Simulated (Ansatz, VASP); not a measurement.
## Mg2Si: VASP beside Ansatz

```xyz
3
Lattice="0.0000 3.1950 3.1950 3.1950 0.0000 3.1950 3.1950 3.1950 0.0000" Properties=species:S:1:pos:R:3 pbc="T T T"
Mg    1.5975    1.5975    1.5975
Mg    4.7925    4.7925    4.7925
Si    0.0000    0.0000    0.0000
```

Alike in both runs: task electric field gradients; functional PBE; k mesh 11 × 11 × 11; occupations fermi-dirac, width 0.05 eV; no spin polarisation.

|  | VASP | Ansatz |
| --- | --- | --- |
| version | VASP 6.6.1 | Ansatz 0.2.0 |
| potentials or method | VASP PAW PBE potentials, release 64 (Mg, Si), cutoff 520 eV | all-electron PAW with datasets made for the crystal, scalar-relativistic |

|  | VASP | Ansatz | Ansatz less VASP |
| --- | --- | --- | --- |
| pressure (GPa) | -0.8 | -0.7 | +0.10 |

Ansatz ran all-electron here, and VASP with PAW potentials.
